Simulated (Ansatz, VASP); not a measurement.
# Two plane-wave programs on Se

The input INCAR:

```
SYSTEM = Se
PREC = Accurate ; ENCUT = 520
EDIFF = 1E-6 ; ISMEAR = 0
SIGMA = 0.03 ; LREAL = .False.
LASPH = .True. ; NELM = 100
ALGO = Normal ; ISIF = 2
LWAVE = .False. ; LCHARG = .False.
GGA = PS ; IVDW = 12
NBANDS = 16
```

The input KPOINTS:

```
regular mesh
0
Gamma
  12 12 8
  0 0 0
```

File POSCAR:

```
Se
1.0
    3.7143007628      0.0000000000      0.0000000000
   -1.8571503814      3.2166788179      0.0000000000
    0.0000000000      0.0000000000      5.3244501435
Se
3
Direct
    0.2610773134      0.0000000000      0.3333333333
    0.0000000000      0.2610773134      0.6666666667
    0.7389226866      0.7389226866      0.0000000000
```

Input for Ansatz:

```yaml
crystal:
  lattice:
    - [3.7143007628, 0.0, 0.0]
    - [-1.8571503814, 3.2166788179, 0.0]
    - [0.0, 0.0, 5.3244501435]
  atoms:
    - { symbol: Se, position: [0.2610773134, 0.0, 0.3333333333] }
    - { symbol: Se, position: [0.0, 0.2610773134, 0.6666666667] }
    - { symbol: Se, position: [0.7389226866, 0.7389226866, 0.0] }
basis:
  ecutwfc: 420
kpoints:
  mp_grid: { grid: [12, 12, 8] }
hamiltonian:
  xc: pbesol
  dispersion: d3bj
scf:
  occupations: { method: gaussian, width: 0.03 }
output:
  forces: true
  stress: true
  eigenvalues: true
```

Alike in both runs: task single point; functional PBEsol; dispersion D3(BJ); k mesh 12 × 12 × 8; occupations gaussian, width 0.03 eV; no spin polarisation.

|  | VASP | Ansatz |
| --- | --- | --- |
| version | VASP 6.6.1 | Ansatz 0.2.0 |
| potentials or method | VASP PAW PBE potentials, release 64 (Se), cutoff 520 eV | scalar-relativistic, plane waves, PAW |
| valence electrons in the cell | 18 | 48 |

VASP gave:

| Property | Result |
| --- | --- |
| gap on the k mesh at the Fermi level (eV) | none |
| pressure (GPa) | 2.7 |
| traceless stress, the component that is largest in VASP (GPa) | -2.01 |
| rms of the force components (eV/Å) | 0.153 |

Estimate Ansatz's values.

gap on the k mesh at the Fermi level (eV): none; pressure (GPa): 2.5; traceless stress, the component that is largest in VASP (GPa): -2.12; rms of the force components (eV/Å): 0.137.

VASP's potentials were made for PBE, not for PBEsol. Atom by atom the forces differ by 0.016 eV/Å (rms over components). A gap of «none» marks a metal or a gap that the smearing closes. VASP's potentials hold 18 valence electrons a cell and Ansatz's 48, so a difference there can come from the potentials and not from the codes.
